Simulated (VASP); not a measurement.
**Ag2IBr: single point with PBE**

The system is Ag2IBr.

```xyz
4
Lattice="4.3571 0.0000 0.0000 0.0000 4.3571 0.0000 0.0000 0.0000 6.0643" Properties=species:S:1:pos:R:3 pbc="T T T"
Br    0.0000    0.0000    0.0000
Ag    0.0000    0.0000    3.0321
Ag    2.1786    2.1786    0.0000
I     2.1786    2.1786    3.0321
```

```yaml
Program: VASP 6.6.1
Task: single point
Functional: PBE
Potentials_or_basis: VASP PAW PBE potentials, release 64 (Br, Ag, I)
Cutoff: 520 eV
k_mesh: 6 × 6 × 4
Occupations: gaussian, width 0.01 eV
Spin: no spin polarisation
```

The pressure is -1.9 GPa and the band gap on the k mesh is 0.61 eV (least direct gap 2.13 eV).

Stress tensor (GPa, compression positive):
```
-1.82  0.00  0.00
 0.00 -1.82  0.00
 0.00  0.00 -1.99
```

Levels at points of the mesh, in eV from the valence-band top:
```
           k point  band 15  band 16  band 17  band 18  band 19  band 20  band 21  band 22
(0.00, 0.00, 0.00)    -2.41    -1.60    -1.52    -1.52     0.61     1.09     6.08     8.52
(0.50, 0.00, 0.00)    -2.02    -1.93    -0.64    -0.13     3.67     4.53     4.58     4.84
(0.50, 0.50, 0.00)    -2.47    -2.39    -2.34    -2.34     0.82     1.34     6.23     6.23
(0.00, 0.00, 0.50)    -1.82    -1.76    -1.58    -1.58     2.56     3.13     5.90     6.17
(0.50, 0.00, 0.50)    -0.57    -0.35    -0.13     0.00     3.24     3.84     5.45     5.64
(0.50, 0.50, 0.50)    -2.31    -2.31    -1.89    -1.54     2.61     3.73     6.24     6.39
```

Run time: 34 s on 1 thread of Intel(R) Xeon(R) 6975P-C (Granite Rapids), on a shared host, peak memory 0.27 GiB.

Caveat: spin-orbit coupling is left out, which moves the levels of the heavy elements. A k mesh can miss the band edges.
